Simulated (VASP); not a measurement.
**MgO: relaxation of cell and atoms with PBEsol**

Crystal: MgO.

```
Mg O
1.0
     0.00000    2.10714    2.10714
     2.10714    0.00000    2.10714
     2.10714    2.10714    0.00000
Mg O
1 1
Direct
  0.00000 0.00000 0.00000
  0.50000 0.50000 0.50000
```

- Program: VASP 6.6.1
- Task: relaxation of cell and atoms
- Functional: PBEsol
- Potentials or basis: VASP PAW PBE potentials, release 64 (Mg, O)
- Cutoff: 600 eV
- k mesh: 10 × 10 × 10
- Occupations: gaussian, width 0.01 eV
- Spin: no spin polarisation
- Target pressure: 4 GPa
- Dipole correction: no
- Further INCAR settings: ALGO = Normal; EDIFF = 1e-06; IBRION = 2; EDIFFG = -0.002; NSW = 100; ISIF = 3

- Relaxed volume: 9.09 Å³/atom
- Relaxed cell: a = 2.952 Å, b = 2.952 Å, c = 2.952 Å, α = 60.00°, β = 60.00°, γ = 60.00°
- Space group after relaxing (to 0.05 Å): Fm-3m (No. 225)
- Energy change on relaxing (the enthalpy is what falls): +2.6 meV/atom
- Ionic steps: 3
- Pressure after relaxing: 4.0 GPa
- Band gap on the k mesh: 4.90 eV, direct

Step by step:
| step | energy change (eV) | largest force (eV/Å) | pressure (GPa) | volume (Å³) |
| --- | --- | --- | --- | --- |
| 1 | 0.0000 | 0.0000 | -0.74 | 18.71 |
| 2 | 0.0120 | 0.0000 | 6.18 | 17.97 |
| 3 | 0.0051 | 0.0000 | 4.00 | 18.19 |

Final structure:
```cif
data_structure
_symmetry_space_group_name_H-M 'P 1'
_symmetry_Int_Tables_number 1
_cell_length_a 2.9520
_cell_length_b 2.9520
_cell_length_c 2.9520
_cell_angle_alpha 60.000
_cell_angle_beta 60.000
_cell_angle_gamma 60.000
_cell_volume 18.19
loop_
_atom_site_label
_atom_site_type_symbol
_atom_site_fract_x
_atom_site_fract_y
_atom_site_fract_z
_atom_site_occupancy
Mg1 Mg 0.00000 0.00000 0.00000 1
O1 O 0.50000 0.50000 0.50000 1
```

Levels at points of the mesh, in eV from the valence-band top:
```csv
k point,band 1,band 2,band 3,band 4,band 5,band 6,band 7,band 8
"(0.00, 0.00, 0.00)",-17.35,0.00,0.00,0.00,4.90,15.78,15.78,15.78
"(0.50, 0.00, 0.00)",-15.96,-4.80,-0.69,-0.69,7.92,12.81,16.45,16.45
"(0.50, 0.50, 0.00)",-15.69,-4.26,-1.40,-1.40,8.95,10.17,13.26,19.25
```

Run time: 30 s on 1 thread of Intel Xeon 8259CL, on a shared host, peak memory 0.15 GiB.

Caveat: the cell is relaxed towards a set pressure, so the enthalpy falls and the energy may rise; the PAW data sets were made with another functional, which shifts forces and pressure a little. PBEsol gaps usually lie below the measured ones, often by a third to a half.
